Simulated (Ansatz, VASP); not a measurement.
As in VASP and in Ansatz

```
As
1.0
     3.60485    0.00000    0.00000
    -1.80242    3.12189    0.00000
     0.00000    0.00000   24.42189
As
2
Direct
  0.66667 0.33333 0.63389
  0.33333 0.66667 0.69110
```

Alike in both runs: task single point; functional PBE; k mesh 12 × 12 × 1; occupations gaussian, width 0.04 eV; no spin polarisation.

|  | VASP | Ansatz |
| --- | --- | --- |
| version | VASP 6.6.1 | Ansatz 0.2.0 |
| potentials or method | VASP PAW PBE potentials, release 64 (As), cutoff 400 eV | scalar-relativistic, plane waves, PAW |
| valence electrons in the cell | 10 | 30 |

VASP gave:

* gap on the k mesh at the Fermi level (eV): 1.61
* least direct gap on the mesh (eV): 1.94
* rms of the force components (eV/Å): 0.006

**Question.** Which values does Ansatz return?

**Answer.** gap on the k mesh at the Fermi level (eV): 1.61; least direct gap on the mesh (eV): 1.95; rms of the force components (eV/Å): 0.041.

Atom by atom the forces differ by 0.047 eV/Å (rms over components). VASP's potentials hold 10 valence electrons a cell and Ansatz's 30, so a difference there can come from the potentials and not from the codes.
